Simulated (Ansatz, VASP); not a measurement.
**NbP: VASP beside Ansatz**

INCAR

```
SYSTEM = NbP
ALGO     = Normal         ! electronic algorithm
EDIFF    = 1E-6           ! SCF threshold, eV
ENCUT    = 520            ! plane-wave cutoff, eV
GGA      = PE             ! functional
ISIF     = 2              ! what is computed and relaxed
ISMEAR   = -1             ! smearing method
LASPH    = .True.         ! aspherical terms in the spheres
LCHARG   = .False.        ! write CHGCAR
LREAL    = .False.        ! projectors in reciprocal space
LWAVE    = .False.        ! write WAVECAR
NBANDS   = 26             ! bands
NELM     = 60             ! most SCF steps
PREC     = Accurate       ! precision mode
SIGMA    = 0.02           ! smearing width, eV
```

The input KPOINTS:

```
k-points
0
Gamma
  8 8 8
  0 0 0
```

Contents of POSCAR:

```
NbP
1.0
   -1.6891456166      1.6891456166      5.7791902091
    1.6891456166     -1.6891456166      5.7791902091
    1.6891456166      1.6891456166     -5.7791902091
Nb P
2 2
Direct
    0.7499687201      0.7499687201      0.0000000000
    0.4999687201      0.9999687201      0.5000000000
    0.3326598549      0.3326598549      0.0000000000
    0.0826598549      0.5826598549      0.5000000000
```

Input for Ansatz:

```yaml
crystal:
  lattice:
    - [-1.6891456166, 1.6891456166, 5.7791902091]
    - [1.6891456166, -1.6891456166, 5.7791902091]
    - [1.6891456166, 1.6891456166, -5.7791902091]
  atoms:
    - { symbol: Nb, position: [0.7499687201, 0.7499687201, 0.0] }
    - { symbol: Nb, position: [0.4999687201, 0.9999687201, 0.5] }
    - { symbol: P, position: [0.3326598549, 0.3326598549, 0.0] }
    - { symbol: P, position: [0.0826598549, 0.5826598549, 0.5] }
kpoints:
  mp_grid: { grid: [8, 8, 8] }
hamiltonian:
  xc: pbe
scf:
  occupations: { method: fermi_dirac, width: 0.02 }
  n_extra_bands: 5
output:
  forces: true
  stress: true
  eigenvalues: true
```

Alike in both runs: task single point; functional PBE; k mesh 8 × 8 × 8; occupations fermi-dirac, width 0.02 eV; no spin polarisation.

|  | VASP | Ansatz |
| --- | --- | --- |
| version | VASP 6.6.1 | Ansatz 0.2.0 |
| potentials or method | VASP PAW PBE potentials, release 64 (Nb_sv, P) | plane waves, PAW |
| plane-wave cutoff (eV) | 520 | 420 |
| valence electrons in the cell | 36 | 36 |

Ansatz gave:

| Item | Value |
| --- | --- |
| pressure (GPa) | -5.2 |
| traceless stress, the component that is largest in VASP (GPa) | 0.64 |

Estimate VASP's values.

pressure (GPa): -5.6; traceless stress, the component that is largest in VASP (GPa): 0.66.

With one functional, cell and mesh, what is left measures potentials, basis and numerics.
